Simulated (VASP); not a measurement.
Crystal: Sb.

```
Sb
1.0
     3.09549    0.00000    0.00000
     0.00000    3.09549    0.00000
     0.00000    0.00000    3.09549
Sb
1
Cartesian
  0.0000 0.0000 0.0000
```

Base run:

* Program: VASP 6.6.1
* Functional: r2SCAN
* Potentials or basis: VASP PAW PBE potentials, release 64 (Sb)
* Cutoff: 520 eV
* k mesh: 8 × 8 × 8
* Occupations: fermi-dirac, width 0.05 eV
* Spin: no spin polarisation

Its results: pressure 0.1 GPa.

Q: The run is repeated on the same cell with these changes: functional from r2SCAN to PBE0; k mesh from 8 × 8 × 8 to 4 × 4 × 4. What comes out?

A: Pressure -4.0 GPa.

Several settings changed at once, so the effect can't be laid on one alone.

Caveats: some runs use coarse meshes; the PAW data sets were made with another functional, which shifts forces and pressure a little.
